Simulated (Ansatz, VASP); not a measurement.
TiTe2 in VASP and in Ansatz

File POSCAR:

```
TiTe2
1.0
    3.8227610000      0.0000000000      0.0000000000
   -1.9113810000      3.3106130000      0.0000000000
    0.0000000000      0.0000000000      6.6261190000
Ti Te
1 2
Direct
    0.0000000000      0.0000000000      0.0000000000
    0.3333000000      0.6667000000      0.2500000000
    0.6667000000      0.3333000000      0.7500000000
```

INCAR.step1

```
SYSTEM = TiTe2
PREC = Accurate ; ENCUT = 520
ISMEAR = 1 ; SIGMA = 0.079
LREAL = .False. ; LASPH = .True.
NELM = 60 ; NBANDS = 19
GGA = PE ; ALGO = Normal
EDIFF = 1E-4 ; LWAVE = .True.
LCHARG = .False.
```

INCAR.step2

```
SYSTEM = TiTe2
PREC = Accurate ; ENCUT = 520
EDIFF = 1E-6 ; ISMEAR = 1
SIGMA = 0.079 ; LREAL = .False.
LASPH = .True. ; NELM = 60
ALGO = Normal ; ISIF = 2
LWAVE = .False. ; LCHARG = .True.
METAGGA = R2SCAN ; LMIXTAU = .True.
LELF = .True. ; LVHAR = .True.
NBANDS = 19 ; ISTART = 1
```

File KPOINTS:

```
regular mesh
0
Gamma
  8 8 4
  0 0 0
```

Input for Ansatz:

```yaml
crystal:
  lattice:
    - [3.822761, 0.0, 0.0]
    - [-1.911381, 3.310613, 0.0]
    - [0.0, 0.0, 6.626119]
  atoms:
    - { symbol: Ti, position: [0.0, 0.0, 0.0] }
    - { symbol: Te, position: [0.3333, 0.6667, 0.25] }
    - { symbol: Te, position: [0.6667, 0.3333, 0.75] }
  symmetry: { tolerance: 0.0003 }
kpoints:
  mp_grid: { grid: [8, 8, 4], shift: [0, 0, 0] }
magnetization:
  spin_polarized: false
scf:
  occupations: { method: methfessel_paxton, width: 0.079 }
  lower_state_search: "off"
  max_iter: 200
hamiltonian:
  pseudopotentials: { kind: paw }
  xc: r2scan
basis:
  ecutwfc: 500
  fft_grid_basis: typed
output:
  forces: true
  stress: true
  eigenvalues: true
  bader: true
  populations: true
  elf: true
  write_potential: true
  volumetric_format: npy
  dos:
    e_range: [-12, 8]
    de: 0.05
    projected: { site_lists: { Te: [Te], Ti: [Ti] } }
checkpoint:
  read: saved_state
```

Alike in both runs: task single point; functional r2SCAN; k mesh 8 × 8 × 4; occupations methfessel-paxton of order 1, width 0.079 eV; no spin polarisation.

```csv
,VASP,Ansatz
version,VASP 6.6.1,Ansatz 0.2.0
potentials or method,"VASP PAW PBE potentials, release 64 (Ti_sv, Te), cutoff 520 eV",PAW plane waves
valence electrons in the cell,24,44
```

```csv
,VASP,Ansatz,Ansatz less VASP
pressure (GPa),1.0,0.9,-0.11
"traceless stress, the component that is largest in VASP (GPa)",0.59,0.61,+0.021
rms of the force components (eV/Å),0.108,0.099,-0.0092
```

VASP's potentials were made for PBE, not for r2SCAN. Atom by atom the forces differ by 0.009 eV/Å (rms over components). With one functional, cell and mesh, what is left measures potentials, basis and numerics. VASP's potentials hold 24 valence electrons a cell and Ansatz's 44, so a difference there can come from the potentials and not from the codes. Ansatz's warnings: structure snapped to symmetry.

Neither program's run includes spin-orbit coupling.
